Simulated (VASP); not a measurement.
Input of a VASP 6.6.1 run:

The input INCAR:

```
PREC = Accurate
ENCUT = 520
EDIFF = 1E-6
ISMEAR = 0
SIGMA = 0.1
LREAL = False
LASPH = True
NELM = 60
ALGO = Normal
ISIF = 2
LWAVE = False
LCHARG = False
GGA = PE
NBANDS = 24
```

KPOINTS

```
regular mesh
0
Gamma
  6 6 4
```

File POSCAR:

```
Ta2Tl
1.0
    3.9710031962      0.0000000000      0.0000000000
   -1.9855015981      3.4389896464      0.0000000000
    0.0000000000      0.0000000000      4.2876280357
Ta Tl
2 1
Direct
    0.3333333333      0.6666666667      0.5000000000
    0.6666666667      0.3333333333      0.5000000000
    0.0000000000      0.0000000000      0.0000000000
```

Potentials or basis: VASP PAW PBE potentials, release 64 (Ta_pv, Tl_d).

Command:

```sh
$ cat potpaw_PBE.64/Ta_pv/POTCAR potpaw_PBE.64/Tl_d/POTCAR > POTCAR
$ mpirun -np 1 vasp_std > vasp.out
```

(1) What does it give for the pressure?

Results:

(1) 35.9 GPa.

Caveat: the k points lie up to 0.37 Å⁻¹ apart.
